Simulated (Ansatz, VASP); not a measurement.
**ZnS: VASP beside Ansatz**

POSCAR

```
ZnS
1.0
    0.0000000000      2.3495816581      2.3495816581
    2.3495816581      0.0000000000      2.3495816581
    2.3495816581      2.3495816581      0.0000000000
Zn S
1 1
Direct
    0.0000000000      0.0000000000      0.0000000000
    0.5000000000      0.5000000000      0.5000000000
```

INCAR.step1

```
PREC = Accurate
ENCUT = 520
ISMEAR = -1
SIGMA = 0.08
LREAL = False
LASPH = True
NELM = 60
NBANDS = 16
GGA = PE
ALGO = Normal
EDIFF = 1E-4
LWAVE = True
LCHARG = False
```

INCAR.step2

```
PREC = Accurate
ENCUT = 520
EDIFF = 1E-6
ISMEAR = -1
SIGMA = 0.08
LREAL = False
LASPH = True
NELM = 60
ALGO = Normal
ISIF = 2
LWAVE = False
LCHARG = False
METAGGA = R2SCAN
LMIXTAU = True
NBANDS = 16
ISTART = 1
```

The input KPOINTS:

```
regular mesh
0
Gamma
  16 16 16
```

Input for Ansatz:

```yaml
crystal:
  lattice:
    - [0.0, 2.3495816581, 2.3495816581]
    - [2.3495816581, 0.0, 2.3495816581]
    - [2.3495816581, 2.3495816581, 0.0]
  atoms:
    - { symbol: Zn, position: [0.0, 0.0, 0.0] }
    - { symbol: S, position: [0.5, 0.5, 0.5] }
kpoints:
  mp_grid: { grid: [16, 16, 16] }
  band_path:
    path:
      - [0.0, 0.0, 0.0]
      - [0.5, 0.0, 0.5]
      - [0.625, 0.25, 0.625]
      - [0.375, 0.375, 0.75]
      - [0.0, 0.0, 0.0]
      - [0.5, 0.5, 0.5]
      - [0.5, 0.25, 0.75]
      - [0.5, 0.0, 0.5]
    npoints: 8
scf:
  occupations: { method: fermi_dirac, width: 0.08 }
hamiltonian:
  xc: r2scan
  pseudopotentials: { kind: paw }
output:
  forces: true
  stress: true
  eigenvalues: true
  populations: true
  dos: { projected: true, de: 0.2, e_range: [-14, 8] }
  write_density: true
  write_potential: true
  elf: true
  volumetric_format: npy
```

Change from the starting cell: volume scaled by 0.8, PAW files.

Alike in both runs: task single point; functional r2SCAN; k mesh 16 × 16 × 16; occupations fermi-dirac, width 0.08 eV; no spin polarisation.

|  | VASP | Ansatz |
| --- | --- | --- |
| version | VASP 6.6.1 | Ansatz 0.2.0 |
| potentials or method | VASP PAW PBE potentials, release 64 (Zn, S) | PAW with Ansatz's default frozen-core files, scalar-relativistic |
| plane-wave cutoff (eV) | 520 | 500 |
| valence electrons in the cell | 18 | 18 |

VASP gave:

- pressure (GPa): 35.8

Question: Which values does Ansatz return?

Answer: Pressure (GPa): 35.5.

VASP's potentials were made for PBE, not for r2SCAN. Both programs put the cell under a high pressure, so it lies far from rest at this level.
